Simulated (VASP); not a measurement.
# Ge (Fm-3m) in VASP: single point with LDA

Aim: the single point of Ge with LDA.

All numbers are computed with VASP 6.6.1; they aren't measurements. Logs are shortened: lines on timing, memory, paths and dates and some standing lists are left out, and cuts for length are marked.

**1. The cell of the first run**

It takes space group Fm-3m (No. 225, cubic). Conventional cell: a = 4.197 Å, b = 4.197 Å, c = 4.197 Å, α = 90.00°, β = 90.00°, γ = 90.00°. Within 3.9 Å of Ge (site symmetry m-3m) lie 12 Ge at 2.97 Å.

**2. Single point, LDA**

INCAR

```
SYSTEM = Ge
  ALGO = Normal
  EDIFF = 1E-6
  ENCUT = 520
  GGA = CA
  ISIF = 2
  ISMEAR = 0
  LASPH = .True.
  LCHARG = .False.
  LREAL = .False.
  LWAVE = .False.
  NBANDS = 13
  NELM = 100
  PREC = Accurate
  SIGMA = 0.15
```

KPOINTS

```
k-points
0
Gamma
  20 20 20
  0 0 0
```

POSCAR

```
Ge
1.0
    0.0000000000      2.0983605250      2.0983605250
    2.0983605250      0.0000000000      2.0983605250
    2.0983605250      2.0983605250      0.0000000000
Ge
1
Direct
    0.0000000000      0.0000000000      0.0000000000
```

Potentials or basis: VASP PAW LDA potentials, release 64 (Ge_d).

Command:

```sh
> cat potpaw_LDA.64/Ge_d/POTCAR > POTCAR
> mpirun -np 1 vasp_std > vasp.out
```

OUTCAR:

```text
SYSTEM = Ge
   EDIFF = 1E-6
   ENCUT = 520
   GGA = CA
   ISIF = 2
   ISMEAR = 0
   LASPH = .True.
   LREAL = .False.
   NELM = 100
   PREC = Accurate

 ion  position               nearest neighbor table
   1  0.000  0.000  0.000-

  LATTYP: Found a face centered cubic cell.
 ALAT       =     4.1967210500

  Lattice vectors:

 A1 = (   0.0000000000,   2.0983605250,   2.0983605250)
 A2 = (   2.0983605250,   0.0000000000,   2.0983605250)
 A3 = (   2.0983605250,   2.0983605250,   0.0000000000)

Analysis of symmetry for initial positions (statically):
=====================================================================
 Subroutine PRICEL returns:
 Original cell was already a primitive cell.

 Routine SETGRP: Setting up the symmetry group for a
 face centered cubic supercell.

 Subroutine GETGRP returns: Found 48 space group operations
 (whereof 48 operations were pure point group operations)
 out of a pool of 48 trial point group operations.

The static configuration has the point symmetry O_h .

Analysis of symmetry for dynamics (positions and initial velocities):
=====================================================================
 Subroutine PRICEL returns:
 Original cell was already a primitive cell.

 Routine SETGRP: Setting up the symmetry group for a
 face centered cubic supercell.

 Subroutine GETGRP returns: Found 48 space group operations
 (whereof 48 operations were pure point group operations)
 out of a pool of 48 trial point group operations.

The dynamic configuration has the point symmetry O_h .

 Subroutine INISYM returns: Found 48 space group operations
 (whereof 48 operations are pure point group operations),
 and found     1 'primitive' translations

----------------------------------------------------------------------------------------

                                     Primitive cell

  volume of cell :      18.4787

  direct lattice vectors                    reciprocal lattice vectors
     0.000000000  2.098360525  2.098360525    -0.238281265  0.238281265  0.238281265
     2.098360525  0.000000000  2.098360525     0.238281265 -0.238281265  0.238281265
     2.098360525  2.098360525  0.000000000     0.238281265  0.238281265 -0.238281265

  length of vectors
     2.967529913  2.967529913  2.967529913     0.412715257  0.412715257  0.412715257

  position of ions in fractional coordinates (direct lattice)
     0.000000000  0.000000000  0.000000000

  ion indices of the primitive-cell ions
   primitive index   ion index
[... 82 lines left out ...]
   TEBEG  =    0.0;   TEEND  =   0.0 temperature during run
   PSTRESS=    0.0 pullay stress
   NELECT =      14.0000    total number of electrons
   NUPDOWN=      -1.0000    fix difference up-down
   EMIN   =  10.00;   EMAX   =-10.00  energy-range for DOS
   EFERMI =   0.00;   METHOD = LEGACY
   ISMEAR =     0;   SIGMA  =   0.15  broadening in eV -4-tet -1-fermi 0-gaus
   EFERMI_NEDOS =   21; number of points for ismear=-14 and -15
   IALGO  =     38    algorithm
   IMIX   =      4    mixing-type and parameters
     AMIX     =   0.40;   BMIX     =  1.00
     AMIX_MAG =   1.60;   BMIX_MAG =  1.00
  volume/ion in A,a.u.               =      18.48       124.70
  Fermi-wavevector in a.u.,A,eV,Ry     =   1.492430  2.820284 30.304914  2.227348
  Thomas-Fermi vector in A             =   2.604959
   LORBIT       =      0    0 simple, 1 ext, 2 COOP (PROOUT), +10 PAW based schemes
   GGA     = CA    functional components
   LHFCALC =     F    Hartree Fock is set to
   AEXX    =    0.0000 exact exchange contribution
   IVDW    =     0    specifies the selected vdW correction
   LEPSILON=     F    determine dielectric tensor
   LRPA    =     F    only Hartree local field effects (RPA)
 non-spin polarized calculation
 Gauss-broadening in eV      SIGMA  =   0.15
  energy-cutoff  :      520.00
  volume of cell :       18.48
 maximum number of plane-waves:       531
 NGX is ok and might be reduce to    24
   NGX = 11   NGY = 11   NGZ = 11

 number of electron      13.9999991 magnetization

 Free energy of the ion-electron system (eV)
  ---------------------------------------------------
  ext. energy  EPLUGINS =         0.00000000
  ---------------------------------------------------
  free energy    TOTEN  =        -4.88031652 eV

  energy without entropy =       -4.87430332  energy(sigma->0) =       -4.87730992

 E-fermi :   6.8110     XC(G=0): -11.6808

 val. band max:        6.7797564290   @ k =  -0.2500   0.2500   0.0000
 cond. band min:       6.8260139781   @ k =   0.3000   0.0500   0.0000
 fundamental gap:      0.0462575491
 Fermi energy:         6.8109785445

 k-point     1 :       0.0000    0.0000    0.0000
  band No.  band energies     occupation
      1     -18.0608      2.00000
      2     -18.0608      2.00000
      3     -18.0608      2.00000
      4     -18.0077      2.00000
      5     -18.0077      2.00000
      6      -6.6020      2.00000
      7      15.8084      0.00000
      8      15.8084      0.00000
      9      15.8084      0.00000
     10      21.0311      0.00000
     11      21.0311      0.00000
     12      21.0311      0.00000
     13      22.0677      0.00000
[... 354 lines left out ...]
  band No.  band energies     occupation
      1     -18.0622      2.00000
      2     -18.0520      2.00000
      3     -18.0507      2.00000
      4     -17.9749      2.00000
      5     -17.9673      2.00000
      6      -3.1867      2.00000
      7       4.0705      2.00000
      8      12.9912      0.00000
      9      14.1638      0.00000
     10      19.4226      0.00000
     11      19.8378      0.00000
     12      20.1371      0.00000
     13      22.9282      0.00000

 [... further k-points ...]

------------------------ aborting loop because EDIFF is reached ----------------------------------------

  FORCE on cell =-STRESS in cart. coord.  units (eV):
  Direction    XX          YY          ZZ          XY          YZ          ZX
  --------------------------------------------------------------------------------------
  -------------------------------------------------------------------------------------
  Total       -0.1334136     -0.1334136     -0.1334136     -0.0000000     -0.0000000      0.0000000
  in kB      -11.5675237    -11.5675237    -11.5675237     -0.0000000     -0.0000000      0.0000000
  external PRESSURE =     -11.5675237 kB  Pullay stress =       0.0000000 kB

 VOLUME and BASIS-vectors are now :
 -----------------------------------------------------------------------------
  energy-cutoff  :      520.00
  volume of cell :       18.48
      direct lattice vectors                 reciprocal lattice vectors
     0.000000000  2.098360525  2.098360525    -0.238281265  0.238281265  0.238281265
     2.098360525  0.000000000  2.098360525     0.238281265 -0.238281265  0.238281265
     2.098360525  2.098360525  0.000000000     0.238281265  0.238281265 -0.238281265

 POSITION                                       TOTAL-FORCE (eV/Angst)
 -----------------------------------------------------------------------------------
      0.00000      0.00000      0.00000         0.000000      0.000000      0.000000
 -----------------------------------------------------------------------------------
    total drift:                               -0.000000      0.000000     -0.000000

  FREE ENERGIE OF THE ION-ELECTRON SYSTEM (eV)
  ---------------------------------------------------
  free  energy   TOTEN  =        -4.8803165167 eV

  energy  without entropy=       -4.8743033168  energy(sigma->0) =       -4.87730992
```

OSZICAR:

```text
N       E                     dE             d eps       ncg     rms          rms(c)
DAV:   1     0.612954445224E+02    0.61295E+02   -0.71593E+03  7344   0.295E+03
DAV:   2     0.432817708921E+00   -0.60863E+02   -0.58046E+02  7089   0.415E+02
DAV:   3    -0.482745946145E+01   -0.52603E+01   -0.52339E+01  7686   0.696E+01
DAV:   4    -0.489671522942E+01   -0.69256E-01   -0.69242E-01  7811   0.863E+00
DAV:   5    -0.489734155827E+01   -0.62633E-03   -0.62632E-03  7797   0.899E-01    0.119E+00
DAV:   6    -0.488543072489E+01    0.11911E-01   -0.73033E-03  8401   0.173E+00    0.645E-01
DAV:   7    -0.488050739620E+01    0.49233E-02   -0.47137E-03  8401   0.988E-01    0.625E-02
DAV:   8    -0.488031590556E+01    0.19149E-03   -0.35464E-04  8021   0.441E-01    0.223E-02
DAV:   9    -0.488031651675E+01   -0.61119E-06   -0.39793E-06  7556   0.171E-02
   1 F= -.48803165E+01 E0= -.48773099E+01  d E =-.601320E-02
```

Run time: 38 s. Hardware: 1 thread of AMD EPYC 7R13 (Zen 3), shared host; peak memory 0.14 GiB.

Results:

```
Free energy            : -4.8803 eV
Pressure               : -1.2 GPa
Band gap on the k mesh : zero (band 7 reaches 15.81 eV, above the bottom of band 8 at 4.33 eV)
```

Levels at points of the mesh, in eV from the Fermi level:
| k point | band 3 | band 4 | band 5 | band 6 | band 7 | band 8 | band 9 | band 10 | band 11 | band 12 |
| --- | --- | --- | --- | --- | --- | --- | --- | --- | --- | --- |
| (0.00, 0.00, 0.00) | -24.87 | -24.82 | -24.82 | -13.41 | 9.00 | 9.00 | 9.00 | 14.22 | 14.22 | 14.22 |
| (0.50, 0.00, 0.00) | -24.87 | -24.77 | -24.77 | -8.04 | -5.69 | 6.89 | 6.89 | 12.38 | 12.87 | 12.87 |
| (0.50, 0.50, 0.00) | -24.77 | -24.76 | -24.76 | -5.67 | -4.41 | 2.59 | 2.59 | 6.50 | 6.79 | 28.49 |
